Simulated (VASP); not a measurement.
Set up this calculation in VASP 6.6.1, as the native input.

```yaml
Task: single point
Functional: PBE
Potentials_or_basis: VASP PAW PBE potentials, release 64 (Li_sv, Ta_pv, O)
Cutoff: 520 eV
k_mesh: 6 × 6 × 4
Occupations: gaussian, width 0.1 eV
Spin: no spin polarisation
Dipole_correction: no
Further_INCAR_settings: ALGO = Normal; EDIFF = 1e-07; NBANDS = 36
```

The structure of LiTa4O lies in POSCAR:

```
LiTa4O
1.0
    3.4264166200      0.0000000000      0.0000000000
   -1.7132083100      2.9673638400      0.0000000000
    0.0000000000      0.0000000000      7.1228368200
Li Ta O
1 4 1
Direct
    0.0000000000      0.0000000000      0.5000000000
    0.3333333300      0.6666666700      0.7432699200
    0.3333333300      0.6666666700      0.2567300800
    0.6666666700      0.3333333300      0.7432699200
    0.6666666700      0.3333333300      0.2567300800
    0.0000000000      0.0000000000      0.0000000000
```

The cell was built from a structure type or drawn by symmetry, and may not be a known phase.

These files were run (other wordings do the same):

INCAR

```
SYSTEM = LiTa4O
  PREC = Accurate
  ENCUT = 520
  EDIFF = 1E-7
  ISMEAR = 0
  SIGMA = 0.1
  LREAL = .False.
  LASPH = .True.
  NELM = 60
  ALGO = Normal
  ISIF = 2
  LWAVE = .False.
  LCHARG = .False.
  GGA = PE
  NBANDS = 36
```

KPOINTS

```
Automatic mesh
0
Gamma
  6 6 4
  0 0 0
```

Potentials or basis: VASP PAW PBE potentials, release 64 (Li_sv, Ta_pv, O).

The run is started by

```bash
$ cat potpaw_PBE.64/Li_sv/POTCAR potpaw_PBE.64/Ta_pv/POTCAR potpaw_PBE.64/O/POTCAR > POTCAR
$ mpirun -np 1 vasp_std > vasp.out
```

Results of the run:

```
Largest force          : 0.117 eV/Å
Band gap on the k mesh : zero (an odd number of electrons rules out a gap without spin polarisation)
```

Caveat: atoms lie so close that the PAW spheres overlap strongly, which falsifies energies and pressures; spin-orbit coupling is left out, which moves the levels of the heavy elements; an odd number of electrons without spin polarisation forces a metal; a magnetic or distorted state may lie lower.

It took 43 s on 1 thread of AMD EPYC 9R45 96-Core Processor (Zen 5) (shared host), peak memory 0.18 GiB.
